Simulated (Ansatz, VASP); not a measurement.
**Si2W in VASP and in Ansatz**

```xyz
9
Lattice="4.6798 0.0000 0.0000 -2.3399 4.0528 0.0000 0.0000 0.0000 6.2120" Properties=species:S:1:pos:R:3 pbc="T T T"
Si    2.3399    2.6388    3.1060
Si   -1.1153    3.3458    5.1766
Si    1.1153    3.3458    1.0353
Si    0.0000    1.4140    3.1060
Si    3.4552    0.7070    5.1766
Si    1.2246    0.7070    1.0353
W    -1.1699    2.0264    1.0353
W     1.1699    2.0264    5.1766
W     2.3399    0.0000    3.1060
```

Alike in both runs: task single point; functional LDA; k mesh 9 × 9 × 6; occupations gaussian, width 0.03 eV; no spin polarisation.

```csv
,VASP,Ansatz
version,VASP 6.6.1,Ansatz 0.2.0
potentials or method,"VASP PAW LDA potentials, release 64 (Si, W_sv), cutoff 520 eV","scalar-relativistic, plane waves, PAW"
valence electrons in the cell,66,66
```

|  | VASP | Ansatz | Ansatz less VASP |
| --- | --- | --- | --- |
| gap on the k mesh at the Fermi level (eV) | 0.14 | 0.14 | +0.006 |
| least direct gap on the mesh (eV) | 0.35 | 0.35 | +0.001 |
| pressure (GPa) | 5.9 | 5.2 | -0.73 |
| traceless stress, the component that is largest in VASP (GPa) | 18.18 | 18.01 | -0.167 |
| rms of the force components (eV/Å) | 0.641 | 0.635 | -0.0065 |

Ansatz warns that its potentials were made for another functional, while VASP's fit it. LDA's correlation is that of Perdew and Zunger in VASP and of Perdew and Wang (1992) in Ansatz. Atom by atom the forces differ by 0.007 eV/Å (rms over components).

Neither program's run includes spin-orbit coupling.
